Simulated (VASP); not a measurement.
Input of a VASP 6.6.1 run:

The input INCAR:

```
  ALGO = Normal
  EDIFF = 1E-6
  ENCUT = 400
  GGA = CA
  GGA_COMPAT = False
  ISIF = 2
  ISMEAR = -1
  LASPH = True
  LCHARG = False
  LREAL = False
  LWAVE = False
  NBANDS = 104
  NELM = 120
  NELMDL = -8
  PREC = Accurate
  SIGMA = 0.002
```

The input KPOINTS:

```
k-points
0
Gamma
  2 2 1
```

Contents of POSCAR:

```
Ta8H
1.0
    6.6200000000      0.0000000000      0.0000000000
    0.0000000000      6.6200000000      0.0000000000
    0.0000000000      0.0000000000     17.9650000000
Ta H
16 2
Direct
    0.2500000000      0.2500000000      0.0556637907
    0.7500000000      0.2500000000      0.0556637907
    0.2500000000      0.7500000000      0.0556637907
    0.7500000000      0.7500000000      0.0556637907
   -0.0010876133      0.0005740181      0.1391761759
    0.5006344411      0.0008761329      0.1394433621
   -0.0000755287      0.4996676737      0.1398274422
    0.5001208459      0.4997129909      0.1402950181
    0.2504078550      0.2490634441      0.2366434734
    0.7469939577      0.2489879154      0.2388477595
    0.2499395770      0.7547432024      0.2346061787
    0.7483081571      0.7503323263      0.2392819371
    0.0015256798     -0.0013746224      0.3148455330
    0.4989879154      0.0028851964      0.3130642917
    0.0005891239      0.4998338369      0.3151850821
    0.4994561934      0.4998791541      0.3142721959
    0.3832930514     -0.1933081571      0.3360033398
    0.7874471299      0.2315709970      0.3294851099
```

Potentials or basis: VASP PAW LDA potentials, release 64 (Ta_pv, H).

Run with:

```console
$ cat potpaw_LDA.64/Ta_pv/POTCAR potpaw_LDA.64/H/POTCAR > POTCAR
$ mpirun -np 1 vasp_std > vasp.out
```

(1) Predict the largest force.

(2) What does it give for the band gap on the k mesh?

Results:

(1) 5.211 eV/Å.

(2) zero (bands 89 and 90 overlap by 0.42 eV).

Caveat: the k points lie up to 0.47 Å⁻¹ apart; spin-orbit coupling is left out, which moves the levels of the heavy elements.
